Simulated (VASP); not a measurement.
Here is a VASP 6.6.1 calculation.

Contents of INCAR:

```
SYSTEM = KF
  ALGO = Normal
  EDIFF = 1E-6
  ENCUT = 520
  GGA = PE
  ISIF = 2
  ISMEAR = 0
  LASPH = .TRUE.
  LCHARG = .FALSE.
  LREAL = .FALSE.
  LWAVE = .FALSE.
  NBANDS = 15
  NELM = 60
  PREC = Accurate
  SIGMA = 0.05
```

Contents of KPOINTS:

```
k-points
0
G
  12 12 12
  0 0 0
```

POSCAR

```
KF
1.0
    0.0000000000      2.6881744156      2.6881744156
    2.6881744156      0.0000000000      2.6881744156
    2.6881744156      2.6881744156      0.0000000000
K F
1 1
Direct
    0.0000000000      0.0000000000      0.0000000000
    0.5000000000      0.5000000000      0.5000000000
```

Potentials or basis: VASP PAW PBE potentials, release 64 (K_sv, F).

Command:

```sh
$ cat potpaw_PBE.64/K_sv/POTCAR potpaw_PBE.64/F/POTCAR > POTCAR
$ mpirun -np 1 vasp_std > vasp.out
```

Task: Estimate the pressure.

Result: 0.8 GPa.

Task: Estimate the band gap on the k mesh.

Result: 6.07 eV.

A k mesh can miss the band edges. A hybrid or GW would open this gap; PBE tends to underestimate it.
